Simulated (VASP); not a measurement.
Write the native input for VASP 6.6.1 that does the following.

```yaml
Task: relaxation of cell and atoms
Functional: LDA
Potentials_or_basis: VASP PAW LDA potentials, release 64 (Rb_sv, Na_pv)
Cutoff: 600 eV
k_mesh: 3 × 3 × 3
Occupations: methfessel-paxton, width 0.1 eV
Spin: no spin polarisation
Dipole_correction: no
Further_INCAR_settings: ALGO = Normal; EDIFF = 1e-07; IBRION = 2; EDIFFG = -0.01; NSW = 60; ISIF = 3
```

The structure of Rb3Na lies in POSCAR:

```
Rb3Na
1.0
    6.7606000000      0.0000000000      0.0000000000
    0.0000000000      6.7606000000      0.0000000000
    0.0000000000      0.0000000000      6.7606000000
Rb Na
3 1
Direct
    0.0000000000      0.5000000000      0.5000000000
    0.5000000000      0.0000000000      0.5000000000
    0.5000000000      0.5000000000      0.0000000000
    0.0000000000      0.0000000000      0.0000000000
```

One way to write it, as run:

INCAR

```
PREC = Accurate
ENCUT = 600
EDIFF = 1E-7
ISMEAR = 1
SIGMA = 0.1
LREAL = F
LASPH = T
NELM = 80
ALGO = Normal
ISIF = 3
LWAVE = F
LCHARG = F
GGA = CA
IBRION = 2
NSW = 60
EDIFFG = -0.01
```

KPOINTS

```
Automatic mesh
0
Gamma
  3 3 3
```

Potentials or basis: VASP PAW LDA potentials, release 64 (Rb_sv, Na_pv).

Command:

```console
$ cat potpaw_LDA.64/Rb_sv/POTCAR potpaw_LDA.64/Na_pv/POTCAR > POTCAR
$ mpirun -np 1 vasp_std > vasp.out
```

Results of the run:

The relaxed volume is 66.15 Å³/atom, the relaxed cell is a = 6.420 Å, b = 6.420 Å, c = 6.420 Å, α = 90.00°, β = 90.00°, γ = 90.00° and the space group after relaxing (to 0.1 Å) is Pm-3m (No. 221). The energy gained by relaxing is 19.4 meV/atom. The ionic steps are 5 and the pressure after relaxing is 0.0 GPa. The band gap on the k mesh is zero (bands 17 and 18 overlap by 0.31 eV).

Wall time 4.1 min on 1 thread of Intel Xeon 8259CL (shared host), peak memory 0.32 GiB.
